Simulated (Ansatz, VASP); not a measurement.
**Two plane-wave programs on MgF2**

Contents of POSCAR:

```
MgF2
1.0
    4.7606764744      0.0000000000      0.0000000000
    0.0000000000      4.7606764744      0.0000000000
    0.0000000000      0.0000000000      3.1374951123
Mg F
2 4
Direct
    0.0000000000      0.0000000000      0.0000000000
    0.5000000000      0.5000000000      0.5000000000
    0.3051635042      0.3051635042      0.0000000000
    0.1948364958      0.8051635042      0.5000000000
    0.8051635042      0.1948364958      0.5000000000
    0.6948364958      0.6948364958      0.0000000000
```

The input INCAR.step1:

```
ALGO     = Normal         # electronic algorithm
EDIFF    = 1E-5           # SCF threshold, eV
ENCUT    = 520            # plane-wave cutoff, eV
GGA      = PE             # functional
GGA_COMPAT= False        
ISIF     = 2              # what is computed and relaxed
ISMEAR   = 0              # smearing method
KPAR     = 4            
LASPH    = True           # aspherical terms in the spheres
LCHARG   = False          # write CHGCAR
LREAL    = False          # projectors in reciprocal space
LWAVE    = True           # write WAVECAR
NBANDS   = 25             # bands
NELM     = 120            # most SCF steps
PREC     = Accurate       # precision mode
SIGMA    = 0.01           # smearing width, eV
```

Contents of INCAR.step2:

```
ALGO     = Normal         # electronic algorithm
EDIFF    = 1E-6           # SCF threshold, eV
ENCUT    = 520            # plane-wave cutoff, eV
GGA      = PE             # functional
GGA_COMPAT= False        
HFSCREEN = 0.2079         # screening, 1/A
ISIF     = 2              # what is computed and relaxed
ISMEAR   = 0              # smearing method
ISTART   = 1            
KPAR     = 4            
LASPH    = True           # aspherical terms in the spheres
LCHARG   = False          # write CHGCAR
LHFCALC  = True           # exact exchange
LREAL    = False          # projectors in reciprocal space
LWAVE    = False          # write WAVECAR
NBANDS   = 25             # bands
NELM     = 120            # most SCF steps
PREC     = Accurate       # precision mode
PRECFOCK = Normal       
SIGMA    = 0.01           # smearing width, eV
```

Contents of KPOINTS:

```
k-points
0
Gamma
  4 4 6
```

Input for Ansatz:

```yaml
crystal:
  lattice:
    - [4.7606764744, 0.0, 0.0]
    - [0.0, 4.7606764744, 0.0]
    - [0.0, 0.0, 3.1374951123]
  atoms:
    - { symbol: Mg, position: [0.0, 0.0, 0.0] }
    - { symbol: Mg, position: [0.5, 0.5, 0.5] }
    - { symbol: F, position: [0.3051635042, 0.3051635042, 0.0] }
    - { symbol: F, position: [0.1948364958, 0.8051635042, 0.5] }
    - { symbol: F, position: [0.8051635042, 0.1948364958, 0.5] }
    - { symbol: F, position: [0.6948364958, 0.6948364958, 0.0] }
kpoints:
  mp_grid: { grid: [4, 4, 6] }
  band_path:
    path:
      - [0.0, 0.0, 0.0]
      - [0.0, 0.5, 0.0]
      - [0.5, 0.5, 0.0]
      - [0.0, 0.0, 0.5]
      - [0.0, 0.5, 0.5]
      - [0.5, 0.5, 0.5]
    npoints: 1
hamiltonian:
  xc: hse06
scf:
  occupations: { method: fixed }
  n_extra_bands: 5
output:
  forces: true
  stress: true
  eigenvalues: true
  write_density: true
  write_potential: true
  elf: true
  volumetric_format: npy
```

Change from the starting cell: hydrostatic strain +3.0%.

Alike in both runs: task single point; functional HSE06; k mesh 4 × 4 × 6; no spin polarisation.

```csv
,VASP,Ansatz
version,VASP 6.6.1,Ansatz 0.2.0
potentials or method,"VASP PAW PBE potentials, release 64 (Mg, F)","plane waves, PAW"
plane-wave cutoff (eV),520,420
occupations,"gaussian, width 0.01 eV",fixed
valence electrons in the cell,32,48
```

Ansatz gave:

| Quantity | Value |
| --- | --- |
| gap on the k mesh at the Fermi level (eV) | 8.85 |
| pressure (GPa) | -6.7 |
| traceless stress, the component that is largest in VASP (GPa) | -0.88 |
| rms of the force components (eV/Å) | 0.010 |

Q: Estimate VASP's values.

A: gap on the k mesh at the Fermi level (eV): 8.79; pressure (GPa): -7.1; traceless stress, the component that is largest in VASP (GPa): -0.89; rms of the force components (eV/Å): 0.008.

Atom by atom the forces differ by 0.002 eV/Å (rms over components). VASP's potentials hold 32 valence electrons a cell and Ansatz's 48, so a difference there can come from the potentials and not from the codes. Ansatz's warnings: stress exchange threshold loose, stress scf threshold loose.
